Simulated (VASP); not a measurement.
# Si (Fd-3m) in VASP: notebook

Si is run at these levels: PBEsol; tasks: single point.

Program: VASP 6.6.1. These are calculated values, not measurements. Logs are shortened: lines on timing, memory, paths and dates and some standing lists are left out, and cuts for length are marked.

### Step 1. The cell of the first run

It takes space group Fd-3m (No. 227, cubic). The conventional cell has a = 5.434 Å, b = 5.434 Å, c = 5.434 Å, α = 90.00°, β = 90.00°, γ = 90.00°. Si (site symmetry -43m) has 4 Si at 2.35 Å within 3.1 Å.

### Step 2. Single point, PBEsol

File INCAR:

```
SYSTEM = Si
ALGO     = Normal         ! electronic algorithm
EDIFF    = 1E-6           ! SCF threshold, eV
ENCUT    = 500            ! plane-wave cutoff, eV
GGA      = PS             ! functional
GGA_COMPAT= .False.      
ISIF     = 2              ! what is computed and relaxed
ISMEAR   = 0              ! smearing method
LASPH    = .True.         ! aspherical terms in the spheres
LCHARG   = .False.        ! write CHGCAR
LREAL    = .False.        ! projectors in reciprocal space
LWAVE    = .False.        ! write WAVECAR
NBANDS   = 11             ! bands
NELM     = 120            ! most SCF steps
PREC     = Accurate       ! precision mode
SIGMA    = 0.02           ! smearing width, eV
```

File KPOINTS:

```
k-points
0
Gamma
  8 8 8
  0 0 0
```

File POSCAR:

```
Si
1.0
    0.0000000000      2.7169171022      2.7169171022
    2.7169171022      0.0000000000      2.7169171022
    2.7169171022      2.7169171022      0.0000000000
Si
2
Direct
    0.7500000000      0.7500000000      0.7500000000
    0.5000000000      0.5000000000      0.5000000000
```

Potentials or basis: VASP PAW PBE potentials, release 64 (Si).

Launch:

```sh
cat potpaw_PBE.64/Si/POTCAR > POTCAR
mpirun -np 1 vasp_std > vasp.out
```

OUTCAR:

```text
SYSTEM = Si
   EDIFF = 1E-6
   ENCUT = 500
   GGA = PS
   ISIF = 2
   ISMEAR = 0
   LASPH = .True.
   LREAL = .False.
   NELM = 120
   PREC = Accurate

 ion  position               nearest neighbor table
   1  0.750  0.750  0.750-   2 2.35   2 2.35   2 2.35   2 2.35
   2  0.500  0.500  0.500-   1 2.35   1 2.35   1 2.35   1 2.35

  LATTYP: Found a face centered cubic cell.
 ALAT       =     5.4338342044

  Lattice vectors:

 A1 = (   0.0000000000,   2.7169171022,   2.7169171022)
 A2 = (   2.7169171022,   0.0000000000,   2.7169171022)
 A3 = (   2.7169171022,   2.7169171022,   0.0000000000)

Analysis of symmetry for initial positions (statically):
=====================================================================
 Subroutine PRICEL returns:
 Original cell was already a primitive cell.

 Routine SETGRP: Setting up the symmetry group for a
 face centered cubic supercell.

 Subroutine GETGRP returns: Found 48 space group operations
 (whereof 24 operations were pure point group operations)
 out of a pool of 48 trial point group operations.

The static configuration has the point symmetry T_d .
 The point group associated with its full space group is O_h .

Analysis of symmetry for dynamics (positions and initial velocities):
=====================================================================
 Subroutine PRICEL returns:
 Original cell was already a primitive cell.

 Routine SETGRP: Setting up the symmetry group for a
 face centered cubic supercell.

 Subroutine GETGRP returns: Found 48 space group operations
 (whereof 24 operations were pure point group operations)
 out of a pool of 48 trial point group operations.

The dynamic configuration has the point symmetry T_d .
 The point group associated with its full space group is O_h .

 Subroutine INISYM returns: Found 48 space group operations
 (whereof 24 operations are pure point group operations),
 and found     1 'primitive' translations

----------------------------------------------------------------------------------------

                                     Primitive cell

  volume of cell :      40.1106

  direct lattice vectors                    reciprocal lattice vectors
     0.000000000  2.716917102  2.716917102    -0.184032115  0.184032115  0.184032115
     2.716917102  0.000000000  2.716917102     0.184032115 -0.184032115  0.184032115
     2.716917102  2.716917102  0.000000000     0.184032115  0.184032115 -0.184032115

  length of vectors
     3.842301014  3.842301014  3.842301014     0.318752973  0.318752973  0.318752973

  position of ions in fractional coordinates (direct lattice)
     0.750000000  0.750000000  0.750000000
     0.500000000  0.500000000  0.500000000

  ion indices of the primitive-cell ions
   primitive index   ion index
                 1           1
                 2           2

----------------------------------------------------------------------------------------

 KPOINTS: k-points

Automatic generation of k-mesh.
 Grid dimensions read from file:
 generate k-points for:    8    8    8

 Generating k-lattice:

  Cartesian coordinates                     Fractional coordinates (reciprocal lattice)
    -0.023004014  0.023004014  0.023004014     0.125000000  0.000000000  0.000000000
     0.023004014 -0.023004014  0.023004014     0.000000000  0.125000000  0.000000000
     0.023004014  0.023004014 -0.023004014     0.000000000  0.000000000  0.125000000

  Length of vectors
     0.039844122  0.039844122  0.039844122

  Shift w.r.t. Gamma in fractional coordinates (k-lattice)
     0.000000000  0.000000000  0.000000000

 Subroutine IBZKPT returns following result:
 ===========================================

 Found     29 irreducible k-points:

 Following reciprocal coordinates:
            Coordinates               Weight
  0.000000  0.000000  0.000000      1.000000
  0.125000  0.000000  0.000000      8.000000
  0.250000  0.000000  0.000000      8.000000
  0.375000  0.000000  0.000000      8.000000
  0.500000  0.000000  0.000000      4.000000
  0.125000  0.125000  0.000000      6.000000
[... 16 lines left out ...]
  0.500000  0.250000  0.125000     48.000000
 -0.375000  0.250000  0.125000     24.000000
 [... further k-points ...]
   k-points           NKPTS =     29   k-points in BZ     NKDIM =     29   number of bands    NBANDS=     11
   number of dos      NEDOS =    301   number of ions     NIONS =      2
   total plane-waves  NPLWV =  21952
   dimension x,y,z NGX =    28 NGY =   28 NGZ =   28
   dimension x,y,z NGXF=    56 NGYF=   56 NGZF=   56
   ions per type =               2
   NGX,Y,Z   is equivalent  to a cutoff of  12.11, 12.11, 12.11 a.u.
   NGXF,Y,Z  is equivalent  to a cutoff of  24.23, 24.23, 24.23 a.u.
 SYSTEM =  Si
   PREC   = accura    normal or accurate (medium, high low for compatibility)
   ISTART =      0    job   : 0-new  1-cont  2-samecut
   ICHARG =      2    charge: 1-file 2-atom 10-const
   ISPIN  =      1    spin polarized calculation?
   LNONCOLLINEAR =      F non collinear calculations
   LSORBIT =      F    spin-orbit coupling
   LASPH  =      T    aspherical Exc in radial PAW
   ENCUT  =  500.0 eV  36.75 Ry    6.06 a.u.   7.01  7.01  7.01*2*pi/ulx,y,z
   NELM   =    120;   NELMIN=  2; NELMDL= -5     # of ELM steps
   EDIFF  = 0.1E-05   stopping-criterion for ELM
   LREAL  =      F    real-space projection
   EDIFFG = 0.1E-04   stopping-criterion for IOM
   NSW    =      0    number of steps for IOM
   IBRION =     -1    ionic relax: 0-MD 1-quasi-New 2-CG
   NFREE  =      0    steps in history (QN), initial steepest desc. (CG)
   ISIF   =      2    stress and relaxation
   ISYM   =      2    0-nonsym 1-usesym 2-fastsym
   POTIM  = 0.5000    time-step for ionic-motion
   TEBEG  =    0.0;   TEEND  =   0.0 temperature during run
   PSTRESS=    0.0 pullay stress
   NELECT =       8.0000    total number of electrons
   NUPDOWN=      -1.0000    fix difference up-down
   EMIN   =  10.00;   EMAX   =-10.00  energy-range for DOS
   EFERMI =   0.00;   METHOD = LEGACY
   ISMEAR =     0;   SIGMA  =   0.02  broadening in eV -4-tet -1-fermi 0-gaus
   EFERMI_NEDOS =   21; number of points for ismear=-14 and -15
   IALGO  =     38    algorithm
   IMIX   =      4    mixing-type and parameters
     AMIX     =   0.40;   BMIX     =  1.00
     AMIX_MAG =   1.60;   BMIX_MAG =  1.00
  volume/ion in A,a.u.               =      20.06       135.34
  Fermi-wavevector in a.u.,A,eV,Ry     =   0.956500  1.807523 12.447872  0.914893
  Thomas-Fermi vector in A             =   2.085434
   LORBIT       =      0    0 simple, 1 ext, 2 COOP (PROOUT), +10 PAW based schemes
   GGA     = PS    functional components
   LHFCALC =     F    Hartree Fock is set to
   AEXX    =    0.0000 exact exchange contribution
   IVDW    =     0    specifies the selected vdW correction
   LEPSILON=     F    determine dielectric tensor
   LRPA    =     F    only Hartree local field effects (RPA)
 non-spin polarized calculation
 Gauss-broadening in eV      SIGMA  =   0.02
  energy-cutoff  :      500.00
  volume of cell :       40.11
 maximum number of plane-waves:      1036
   NGX = 13   NGY = 13   NGZ = 13

 number of electron       8.0000001 magnetization

 Free energy of the ion-electron system (eV)
  ---------------------------------------------------
  ext. energy  EPLUGINS =         0.00000000
  ---------------------------------------------------
  free energy    TOTEN  =       -11.48916387 eV

  energy without entropy =      -11.48916387  energy(sigma->0) =      -11.48916387

 E-fermi :   5.9263     XC(G=0):  -9.5463

 val. band max:        5.7740867064   @ k =   0.0000   0.0000   0.0000
 cond. band min:       6.2794728561   @ k =   0.3750   0.3750   0.0000
 fundamental gap:      0.5053861497
 Fermi energy:         5.9262706724

 k-point     1 :       0.0000    0.0000    0.0000
  band No.  band energies     occupation
      1      -6.2048      2.00000
      2       5.7741      2.00000
      3       5.7741      2.00000
      4       5.7741      2.00000
      5       8.2900      0.00000
      6       8.2900      0.00000
      7       8.2900      0.00000
      8       9.0785      0.00000
      9      13.4608      0.00000
     10      13.4608      0.00000
     11      13.4767      0.00000

 k-point     2 :       0.1250    0.0000    0.0000
  band No.  band energies     occupation
      1      -6.0001      2.00000
      2       4.1617      2.00000
      3       5.4820      2.00000
      4       5.4820      2.00000
      5       8.2144      0.00000
      6       8.7174      0.00000
      7       8.7174      0.00000
      8      10.4280      0.00000
      9      12.9566      0.00000
     10      12.9566      0.00000
     11      14.2832      0.00000

 k-point     3 :       0.2500    0.0000    0.0000
  band No.  band energies     occupation
      1      -5.4028      2.00000
      2       1.8248      2.00000
      3       5.0097      2.00000
      4       5.0097      2.00000
      5       7.7290      0.00000
      6       9.2302      0.00000
      7       9.2302      0.00000
      8      12.6079      0.00000
      9      12.9035      0.00000
     10      12.9035      0.00000
     11      14.5516      0.00000

 k-point     4 :       0.3750    0.0000    0.0000
  band No.  band energies     occupation
      1      -4.5044      2.00000
      2      -0.2028      2.00000
      3       4.6833      2.00000
      4       4.6833      2.00000
      5       7.3617      0.00000
      6       9.1627      0.00000
      7       9.1627      0.00000
      8      13.4569      0.00000
      9      14.2959      0.00000
     10      14.2959      0.00000
     11      15.3282      0.00000

 k-point     5 :       0.5000    0.0000    0.0000
  band No.  band energies     occupation
      1      -3.8592      2.00000
      2      -1.2333      2.00000
      3       4.5719      2.00000
      4       4.5719      2.00000
      5       7.2331      0.00000
      6       9.0470      0.00000
      7       9.0470      0.00000
      8      13.2846      0.00000
      9      16.2793      0.00000
     10      16.2793      0.00000
     11      16.9818      0.00000
[... 211 lines left out ...]
 k-point    21 :       0.5000    0.5000    0.0000
  band No.  band energies     occupation
      1      -2.0500      2.00000
      2      -2.0500      2.00000
      3       2.9039      2.00000
      4       2.9039      2.00000
      5       6.3658      0.00000
      6       6.3658      0.00000
      7      15.8233      0.00000
      8      15.8233      0.00000
      9      16.7016      0.00000
     10      16.7016      0.00000
     11      18.2601      0.00000

 k-point    22 :       0.3750    0.2500    0.1250
  band No.  band energies     occupation
      1      -4.8717      2.00000
      2       1.4768      2.00000
      3       3.0266      2.00000
      4       4.3340      2.00000
      5       8.1462      0.00000
      6       9.6090      0.00000
      7       9.8777      0.00000
      8      11.2271      0.00000
      9      13.4977      0.00000
     10      15.9759      0.00000
     11      16.6899      0.00000

 k-point    23 :       0.5000    0.2500    0.1250
  band No.  band energies     occupation
      1      -3.9790      2.00000
      2      -0.0826      2.00000
      3       2.4167      2.00000
      4       3.8256      2.00000
      5       8.5699      0.00000
      6       9.2521      0.00000
      7      10.7097      0.00000
      8      11.6539      0.00000
      9      14.7258      0.00000
     10      15.4066      0.00000
     11      17.6235      0.00000

 k-point    24 :      -0.3750    0.2500    0.1250
  band No.  band energies     occupation
      1      -3.3201      2.00000
      2      -1.0366      2.00000
      3       2.2892      2.00000
      4       3.5931      2.00000
      5       8.7708      0.00000
      6       8.8113      0.00000
      7      11.6293      0.00000
      8      12.8063      0.00000
      9      13.0926      0.00000
     10      16.2532      0.00000
     11      17.3861      0.00000

 [... further k-points ...]
[... 5 lines left out ...]
  --------------------------------------------------------------------------------------
  -------------------------------------------------------------------------------------
  Total        0.0269739      0.0269739      0.0269739      0.0000000      0.0000000     -0.0000000
  in kB        1.0774446      1.0774446      1.0774446      0.0000000      0.0000000     -0.0000000
  external PRESSURE =       1.0774446 kB  Pullay stress =       0.0000000 kB

 VOLUME and BASIS-vectors are now :
 -----------------------------------------------------------------------------
  energy-cutoff  :      500.00
  volume of cell :       40.11
      direct lattice vectors                 reciprocal lattice vectors
     0.000000000  2.716917102  2.716917102    -0.184032115  0.184032115  0.184032115
     2.716917102  0.000000000  2.716917102     0.184032115 -0.184032115  0.184032115
     2.716917102  2.716917102  0.000000000     0.184032115  0.184032115 -0.184032115

 POSITION                                       TOTAL-FORCE (eV/Angst)
 -----------------------------------------------------------------------------------
      4.07538      4.07538      4.07538         0.000000      0.000000      0.000000
      2.71692      2.71692      2.71692        -0.000000     -0.000000     -0.000000
 -----------------------------------------------------------------------------------
    total drift:                                0.000000      0.000000     -0.000000

  FREE ENERGIE OF THE ION-ELECTRON SYSTEM (eV)
  ---------------------------------------------------
  free  energy   TOTEN  =       -11.4891638700 eV

  energy  without entropy=      -11.4891638700  energy(sigma->0) =      -11.48916387
```

It took 4.5 s on 1 thread of Intel Xeon 6975P-C (Granite Rapids), shared host; peak memory 0.14 GiB.

Results:

* Free energy: -11.4892 eV
* Pressure: 0.1 GPa
* Band gap on the k mesh: 0.51 eV, indirect (least direct gap 2.52 eV)

Levels at points of the mesh, in eV from the valence-band top:
| k point | band 1 | band 2 | band 3 | band 4 | band 5 | band 6 | band 7 | band 8 | band 9 |
| --- | --- | --- | --- | --- | --- | --- | --- | --- | --- |
| (0.00, 0.00, 0.00) | -11.98 | 0.00 | 0.00 | 0.00 | 2.52 | 2.52 | 2.52 | 3.30 | 7.69 |
| (0.50, 0.00, 0.00) | -9.63 | -7.01 | -1.20 | -1.20 | 1.46 | 3.27 | 3.27 | 7.51 | 10.51 |
| (0.50, 0.50, 0.00) | -7.82 | -7.82 | -2.87 | -2.87 | 0.59 | 0.59 | 10.05 | 10.05 | 10.93 |

Caveat: the PAW data sets were made with another functional, which shifts forces and pressure a little. A k mesh can miss the band edges.

### Step 3. Single point, PBEsol

File INCAR:

```
SYSTEM = Si
PREC = Accurate
ENCUT = 500
EDIFF = 1E-6
ISMEAR = 0
SIGMA = 0.02
LREAL = .FALSE.
LASPH = .TRUE.
NELM = 120
ALGO = Normal
ISIF = 2
LWAVE = .FALSE.
LCHARG = .TRUE.
GGA = PS
LELF = .TRUE.
LVHAR = .TRUE.
NBANDS = 11
ISYM = 0
GGA_COMPAT = .FALSE.
```

File KPOINTS:

```
regular mesh
0
G
  8 8 8
  0 0 0
```

POSCAR is that of step 2.

Potentials or basis: VASP PAW PBE potentials, release 64 (Si).

Launch:

```sh
cat potpaw_PBE.64/Si/POTCAR > POTCAR
mpirun -np 1 vasp_std > vasp.out
```

Wall time 32 s (1 thread of Intel Xeon 6975P-C (Granite Rapids), shared host); peak memory 0.21 GiB.

The run converged. Its results:

| Quantity | Value |
| --- | --- |
| Free energy | -11.4892 eV |
| Pressure | 0.1 GPa |
| Band gap on the k mesh | 0.51 eV, indirect (least direct gap 2.52 eV) |

Levels at points of the mesh, in eV from the valence-band top:
```
           k point  band 2  band 3  band 4  band 5  band 6  band 7
(0.00, 0.00, 0.00)    0.00    0.00    0.00    2.52    2.52    2.52
(0.50, 0.00, 0.00)   -7.01   -1.20   -1.20    1.46    3.27    3.27
(0.00, 0.50, 0.00)   -7.01   -1.20   -1.20    1.46    3.27    3.27
(0.00, 0.00, 0.50)   -7.01   -1.20   -1.20    1.46    3.27    3.27
(0.50, 0.50, 0.50)   -7.01   -1.20   -1.20    1.46    3.27    3.27
(0.50, 0.50, 0.00)   -7.82   -2.87   -2.87    0.59    0.59   10.05
(0.00, 0.50, 0.50)   -7.82   -2.87   -2.87    0.59    0.59   10.05
(0.50, 0.00, 0.50)   -7.82   -2.87   -2.87    0.59    0.59   10.05
```

Caveat: the PAW data sets were made with another functional, which shifts forces and pressure a little. A k mesh can miss the band edges.
